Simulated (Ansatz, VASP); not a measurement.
One calculation of B2Pb, two programs

```
CELL_PARAMETERS angstrom
3.52816 0.00000 0.00000
-1.76408 3.05548 0.00000
0.00000 0.00000 3.80948
ATOMIC_POSITIONS crystal
B 0.33333 0.66667 0.50000
B 0.66667 0.33333 0.50000
Pb 0.00000 0.00000 0.00000
```

Alike in both runs: task relaxation of cell and atoms; functional PBE; k mesh 18 × 18 × 12; occupations gaussian, width 0.1 eV; no spin polarisation.

|  | VASP | Ansatz |
| --- | --- | --- |
| version | VASP 6.6.1 | Ansatz 0.2.0 |
| potentials or method | VASP PAW PBE potentials, release 64 (B, Pb_d), cutoff 600 eV | scalar-relativistic, plane waves, PAW |
| valence electrons in the cell | 20 | 20 |

Ansatz gave:

* gap on the k mesh at the Fermi level, each at its own relaxed structure (eV): none
* relaxed volume (Å³/atom): 14.07
* relaxed length of the cell vector where the two differ most in proportion (Å): 4.824

Task: Estimate VASP's values.

Result: gap on the k mesh at the Fermi level, each at its own relaxed structure (eV): none; relaxed volume (Å³/atom): 14.08; relaxed length of the cell vector where the two differ most in proportion (Å): 4.828.

A gap of «none» marks a metal or a gap that the smearing closes.

Neither program's run includes spin-orbit coupling.
